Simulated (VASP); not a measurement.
Crystal: Ni.

```xyz
4
Lattice="1.3821 -4.3843 0.0000 1.3821 4.3843 0.0000 0.0000 0.0000 3.6578" Properties=species:S:1:pos:R:3 pbc="T T T"
Ni    1.3821    3.5250    3.3286
Ni    1.3821   -0.8593    2.1581
Ni    1.3821   -3.5250    0.3292
Ni    1.3821    0.8593    1.4997
```

| Quantity | Value |
| --- | --- |
| Program | VASP 6.6.1 |
| Task | relaxation of cell and atoms |
| Functional | PBE |
| Potentials or basis | VASP PAW PBE potentials, release 64 (Ni) |
| Cutoff | 600 eV |
| k mesh | 6 × 6 × 6 |
| Occupations | gaussian, width 0.1 eV |
| Spin | collinear spin, ferromagnetic start |
| Starting moments | [0.75, 0.75, 0.75, 0.75] μB |

At the start: pressure 111.8 GPa; volume 11.08 Å³/atom.

Where does the relaxation end?

Over 24 steps the energy falls by 2761.7 meV/atom and the volume is 11.45 Å³/atom (+3.3 %); space group Fmmm (No. 69, to 0.05 Å); moment 2.37 μB per cell.

Step by step:
```tsv
step	energy change (eV)	largest force (eV/Å)	pressure (GPa)	volume (Å³)
1	0.0000	12.5511	111.84	44.33
2	-2.4514	0.7604	-16.02	114.18
3	-3.5935	0.5290	-18.83	101.65
4	-4.8249	0.2990	-21.44	90.84
5	-8.3756	0.6443	-20.55	64.88
6	-8.6048	2.9878	0.85	53.97
7	-8.8223	1.5029	-13.11	58.97
8	-8.8376	1.7676	-10.69	57.82
9	-8.8364	1.8414	-10.02	57.52
10	-9.7561	1.6602	-8.42	52.21
11	-8.7568	3.7102	65.83	38.18
12	-10.1842	1.5812	-3.07	48.64
13	-10.4490	0.6552	15.13	43.21
14	-10.4884	0.9717	7.01	44.90
15	-10.6949	1.1810	6.26	45.20
16	-10.7626	0.5383	4.96	45.13
17	-10.8809	0.1495	-4.99	47.45
18	-10.8814	0.1309	-5.41	47.59
19	-10.9968	0.0123	-3.98	46.86
20	-11.0323	0.0896	-2.30	46.34
21	-11.0335	0.1091	-1.85	46.23
22	-11.0459	0.0476	1.10	45.47
23	-11.0465	0.0465	0.58	45.60
24	-11.0470	0.0172	-0.12	45.79
```

Final structure:
```yaml
crystal:
  lattice:
    - [1.23742, -4.42091, 0.00000]
    - [1.23742, 4.42091, 0.00000]
    - [0.00000, 0.00000, 4.18507]
  atoms:
    - { symbol: Ni, position: [0.13197, 0.86803, 0.99971] }
    - { symbol: Ni, position: [0.63197, 0.36803, 0.50029] }
    - { symbol: Ni, position: [0.86803, 0.13197, 0.00029] }
    - { symbol: Ni, position: [0.36803, 0.63197, 0.49971] }
```

Caveat: the k points lie up to 0.44 Å⁻¹ apart in the final cell.
